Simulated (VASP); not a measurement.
# Zn (P6_3/mmc) in VASP: single point with r2SCAN

Aim: the single point of Zn with r2SCAN.

All numbers are computed with VASP 6.6.1; they aren't measurements. Logs are shortened: lines on timing, memory, paths and dates and some standing lists are left out, and cuts for length are marked.

**1. The cell of the first run**

It takes space group P6_3/mmc (No. 194, hexagonal). Conventional cell: a = 2.617 Å, b = 2.617 Å, c = 4.849 Å, α = 90.00°, β = 90.00°, γ = 120.00°. Zn (site symmetry -6m2) has 12 Zn at 2.62 to 2.86 Å within 3.5 Å.

**2. Single point, r2SCAN**

Contents of POSCAR:

```
Zn
1.0
    2.6173755491      0.0000000000      0.0000000000
   -1.3086877745      2.2667137167      0.0000000000
    0.0000000000      0.0000000000      4.8486055639
Zn
2
Direct
    0.3333333333      0.6666666667      0.2500000000
    0.6666666667      0.3333333333      0.7500000000
```

Contents of INCAR.step1:

```
SYSTEM = Zn
PREC = Accurate
ENCUT = 520
ISMEAR = -1
SIGMA = 0.05
LREAL = .False.
LASPH = .True.
NELM = 100
NBANDS = 19
GGA = PE
ALGO = Normal
EDIFF = 1E-4
LWAVE = .True.
LCHARG = .False.
```

Contents of INCAR.step2:

```
SYSTEM = Zn
PREC = Accurate
ENCUT = 520
EDIFF = 1E-7
ISMEAR = -1
SIGMA = 0.05
LREAL = .False.
LASPH = .True.
NELM = 100
ALGO = Normal
ISIF = 2
LWAVE = .False.
LCHARG = .False.
METAGGA = R2SCAN
LMIXTAU = .True.
NBANDS = 19
ISTART = 1
```

Contents of KPOINTS:

```
Automatic mesh
0
Gamma
  22 22 10
  0 0 0
```

Potentials or basis: VASP PAW PBE potentials, release 64 (Zn).

The run is started by

```
cat potpaw_PBE.64/Zn/POTCAR > POTCAR
cp INCAR.step1 INCAR
mpirun -np 1 vasp_std > vasp.out
cp INCAR.step2 INCAR
mpirun -np 1 vasp_std > vasp.out
```

OUTCAR:

```text
SYSTEM = Zn
   PREC = Accurate
   ENCUT = 520
   EDIFF = 1E-7
   ISMEAR = -1
   LREAL = .False.
   LASPH = .True.
   NELM = 100
   ISIF = 2
   METAGGA = R2SCAN
   ISTART = 1

 ion  position               nearest neighbor table
   1  0.333  0.667  0.250-   2 2.86   2 2.86   2 2.86   2 2.86   2 2.86   2 2.86
   2  0.667  0.333  0.750-   1 2.86   1 2.86   1 2.86   1 2.86   1 2.86   1 2.86

  LATTYP: Found a hexagonal cell.
 ALAT       =     2.6173755491
 C/A-ratio  =     1.8524684261

  Lattice vectors:

 A1 = (   2.6173755491,   0.0000000000,   0.0000000000)
 A2 = (  -1.3086877745,   2.2667137167,   0.0000000000)
 A3 = (   0.0000000000,   0.0000000000,   4.8486055639)

Analysis of symmetry for initial positions (statically):
=====================================================================
 Subroutine PRICEL returns:
 Original cell was already a primitive cell.

 Routine SETGRP: Setting up the symmetry group for a
 hexagonal supercell.

 Subroutine GETGRP returns: Found 24 space group operations
 (whereof 12 operations were pure point group operations)
 out of a pool of 24 trial point group operations.

The static configuration has the point symmetry D_3d.
 The point group associated with its full space group is D_6h.

Analysis of symmetry for dynamics (positions and initial velocities):
=====================================================================
 Subroutine PRICEL returns:
 Original cell was already a primitive cell.

 Routine SETGRP: Setting up the symmetry group for a
 hexagonal supercell.

 Subroutine GETGRP returns: Found 24 space group operations
 (whereof 12 operations were pure point group operations)
 out of a pool of 24 trial point group operations.

The dynamic configuration has the point symmetry D_3d.
 The point group associated with its full space group is D_6h.

 Subroutine INISYM returns: Found 24 space group operations
 (whereof 12 operations are pure point group operations),
 and found     1 'primitive' translations

----------------------------------------------------------------------------------------

                                     Primitive cell

  volume of cell :      28.7660

  direct lattice vectors                    reciprocal lattice vectors
     2.617375549  0.000000000  0.000000000     0.382062100  0.220583657  0.000000000
    -1.308687775  2.266713717  0.000000000     0.000000000  0.441167313  0.000000000
     0.000000000  0.000000000  4.848605564     0.000000000  0.000000000  0.206244865
[... 76 lines left out ...]
   ISTART =      1    job   : 0-new  1-cont  2-samecut
   ICHARG =      0    charge: 1-file 2-atom 10-const
   ISPIN  =      1    spin polarized calculation?
   LNONCOLLINEAR =      F non collinear calculations
   LSORBIT =      F    spin-orbit coupling
   LASPH  =      T    aspherical Exc in radial PAW
   ENCUT  =  520.0 eV  38.22 Ry    6.18 a.u.   4.87  4.87  9.02*2*pi/ulx,y,z
   NELM   =    100;   NELMIN=  2; NELMDL=  0     # of ELM steps
   EDIFF  = 0.1E-06   stopping-criterion for ELM
   LREAL  =      F    real-space projection
   EDIFFG = 0.1E-05   stopping-criterion for IOM
   NSW    =      0    number of steps for IOM
   IBRION =     -1    ionic relax: 0-MD 1-quasi-New 2-CG
   NFREE  =      0    steps in history (QN), initial steepest desc. (CG)
   ISIF   =      2    stress and relaxation
   ISYM   =      2    0-nonsym 1-usesym 2-fastsym
   POTIM  = 0.5000    time-step for ionic-motion
   TEBEG  =    0.0;   TEEND  =   0.0 temperature during run
   PSTRESS=    0.0 pullay stress
   NELECT =      24.0000    total number of electrons
   NUPDOWN=      -1.0000    fix difference up-down
   EMIN   =  10.00;   EMAX   =-10.00  energy-range for DOS
   EFERMI =   0.00;   METHOD = LEGACY
   ISMEAR =    -1;   SIGMA  =   0.05  broadening in eV -4-tet -1-fermi 0-gaus
   EFERMI_NEDOS =   21; number of points for ismear=-14 and -15
   IALGO  =     38    algorithm
   IMIX   =      4    mixing-type and parameters
     AMIX     =   0.40;   BMIX     =  1.00
     AMIX_MAG =   1.60;   BMIX_MAG =  1.00
  volume/ion in A,a.u.               =      14.38        97.06
  Fermi-wavevector in a.u.,A,eV,Ry     =   1.541175  2.912399 32.316850  2.375221
  Thomas-Fermi vector in A             =   2.647158
   LORBIT       =      0    0 simple, 1 ext, 2 COOP (PROOUT), +10 PAW based schemes
   METAGGA = R2SCAN    functional components
   LHFCALC =     F    Hartree Fock is set to
   AEXX    =    0.0000 exact exchange contribution
   IVDW    =     0    specifies the selected vdW correction
   LEPSILON=     F    determine dielectric tensor
   LRPA    =     F    only Hartree local field effects (RPA)
 non-spin polarized calculation
  energy-cutoff  :      520.00
  volume of cell :       28.77
 maximum number of plane-waves:       796
 NGX is ok and might be reduce to    20
   NGX =  9   NGY =  9   NGZ = 19

 number of electron      24.0000038 magnetization

 Free energy of the ion-electron system (eV)
  ---------------------------------------------------
  ext. energy  EPLUGINS =         0.00000000
  ---------------------------------------------------
  free energy    TOTEN  =       -17.80176449 eV

  energy without entropy =      -17.79872459  energy(sigma->0) =      -17.80024454

 E-fermi :   3.3258     XC(G=0): -12.9732

 val. band max:        3.3117497246   @ k =   0.3636   0.1364   0.0000
 cond. band min:       3.3336327194   @ k =   0.1818   0.1818   0.0000
 fundamental gap:      0.0218829948
 Fermi energy:         3.3258416221

 k-point     1 :       0.0000    0.0000    0.0000
  band No.  band energies     occupation
      1      -7.9465      2.00000
      2      -5.8454      2.00000
      3      -5.0154      2.00000
      4      -4.7515      2.00000
      5      -4.7513      2.00000
      6      -4.6935      2.00000
[... 505 lines left out ...]
      6      -4.7178      2.00000
[... 11 lines left out ...]
     18      21.4155      0.00000
     19      21.4330      0.00000

 [... further k-points ...]
[... 5 lines left out ...]
  --------------------------------------------------------------------------------------
  -------------------------------------------------------------------------------------
  Total        0.1025589      0.1025589      0.0673900      0.0000000     -0.0000000      0.0000000
  in kB        5.7122105      5.7122105      3.7534166      0.0000000     -0.0000000      0.0000000
  external PRESSURE =       5.0592792 kB  Pullay stress =       0.0000000 kB

 VOLUME and BASIS-vectors are now :
 -----------------------------------------------------------------------------
  energy-cutoff  :      520.00
  volume of cell :       28.77
      direct lattice vectors                 reciprocal lattice vectors
     2.617375549  0.000000000  0.000000000     0.382062100  0.220583657  0.000000000
    -1.308687775  2.266713717  0.000000000     0.000000000  0.441167313  0.000000000
     0.000000000  0.000000000  4.848605564     0.000000000  0.000000000  0.206244865

 POSITION                                       TOTAL-FORCE (eV/Angst)
 -----------------------------------------------------------------------------------
     -0.00000      1.51114      1.21215         0.000000     -0.000000      0.000000
      1.30869      0.75557      3.63645        -0.000000      0.000000      0.000000
 -----------------------------------------------------------------------------------
    total drift:                               -0.000000      0.000000     -0.000000

  FREE ENERGIE OF THE ION-ELECTRON SYSTEM (eV)
  ---------------------------------------------------
  free  energy   TOTEN  =       -17.8017644933 eV

  energy  without entropy=      -17.7987245921  energy(sigma->0) =      -17.80024454
```

OSZICAR.step1:

```text
N       E                     dE             d eps       ncg     rms          rms(c)
DAV:   1     0.112225772715E+03    0.11223E+03   -0.12356E+04 12392   0.203E+03
DAV:   2     0.266271222166E+01   -0.10956E+03   -0.10593E+03 11950   0.296E+02
DAV:   3    -0.240350680689E+01   -0.50662E+01   -0.50437E+01 13153   0.700E+01
DAV:   4    -0.243290793239E+01   -0.29401E-01   -0.29393E-01 13028   0.549E+00
DAV:   5    -0.243294319547E+01   -0.35263E-04   -0.35262E-04 12682   0.172E-01    0.451E+00
DAV:   6    -0.221030283862E+01    0.22264E+00   -0.83906E-01 13154   0.198E+01    0.330E+00
DAV:   7    -0.219920434412E+01    0.11098E-01   -0.29042E-02 15042   0.292E+00    0.168E+00
DAV:   8    -0.219399033045E+01    0.52140E-02   -0.17399E-03 16472   0.668E-01    0.476E-02
DAV:   9    -0.219399058065E+01   -0.25021E-06   -0.21444E-04 10322   0.200E-01
   1 F= -.21939906E+01 E0= -.21924200E+01  d E =-.314122E-02
```

It took 15 min on 1 thread of AMD EPYC 7R13, shared host; peak memory 0.22 GiB.

Results:

* Free energy: -17.8018 eV
* Pressure: 0.5 GPa
* Band gap on the k mesh: zero (band 12 reaches 5.14 eV, above the bottom of band 13 at 0.33 eV)

Stress tensor (GPa, compression positive):
```
0.57 0.00 0.00
0.00 0.57 0.00
0.00 0.00 0.38
```

Levels at points of the mesh, in eV from the Fermi level:
| k point | band 10 | band 11 | band 12 | band 13 | band 14 | band 15 |
| --- | --- | --- | --- | --- | --- | --- |
| (0.00, 0.00, 0.00) | -7.43 | -7.43 | -4.03 | -2.99 | 15.05 | 18.63 |
| (0.50, 0.00, 0.00) | -7.20 | -3.13 | -2.23 | 3.05 | 3.87 | 4.87 |
| (0.00, 0.00, 0.50) | -7.52 | -7.52 | -7.52 | 5.13 | 5.13 | 20.70 |
| (0.50, 0.00, 0.50) | -7.21 | -2.13 | -2.13 | 0.43 | 0.43 | 11.25 |

Caveat: the PAW data sets were made with another functional, which shifts forces and pressure a little.
